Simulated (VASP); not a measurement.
Input of a VASP 6.6.1 run:

Contents of INCAR:

```
SYSTEM = RbBr
PREC = Accurate
ENCUT = 600
EDIFF = 1E-6
ISMEAR = 0
SIGMA = 0.02
LREAL = .FALSE.
LASPH = .TRUE.
NELM = 80
ALGO = Normal
ISIF = 3
LWAVE = .FALSE.
LCHARG = .FALSE.
GGA = PE
IBRION = 2
NSW = 100
EDIFFG = -0.01
```

The input KPOINTS:

```
regular mesh
0
G
  6 6 6
  0 0 0
```

POSCAR

```
RbBr
1.0
    2.7127026300      1.5661796000      4.4632471300
   -2.7127026300      1.5661796000      4.4632471300
    0.0000000000     -3.1323591900      4.4632471300
Rb Br
1 1
Direct
    0.0000000000      0.0000000000      0.0000000000
    0.2487566200      0.2487566200      0.2487566200
```

Potentials or basis: VASP PAW PBE potentials, release 64 (Rb_sv, Br).

The run is started by

```sh
$ cat potpaw_PBE.64/Rb_sv/POTCAR potpaw_PBE.64/Br/POTCAR > POTCAR
$ mpirun -np 1 vasp_std > vasp.out
```

Task: Estimate the band gap on the k mesh.

Result: 4.04 eV, indirect (least direct gap 4.12 eV).

Task: Estimate the space group after relaxing (to 0.05 Å).

Result: F-43m (No. 216).

Final structure:
```
CELL_PARAMETERS angstrom
2.75099 1.58828 4.52316
-2.75099 1.58828 4.52316
0.00000 -3.17657 4.52316
ATOMIC_POSITIONS crystal
Rb 0.99999 0.99999 0.99999
Br 0.24877 0.24877 0.24877
```

A k mesh can miss the band edges. PBE gaps usually lie below the measured ones, often by a third to a half.
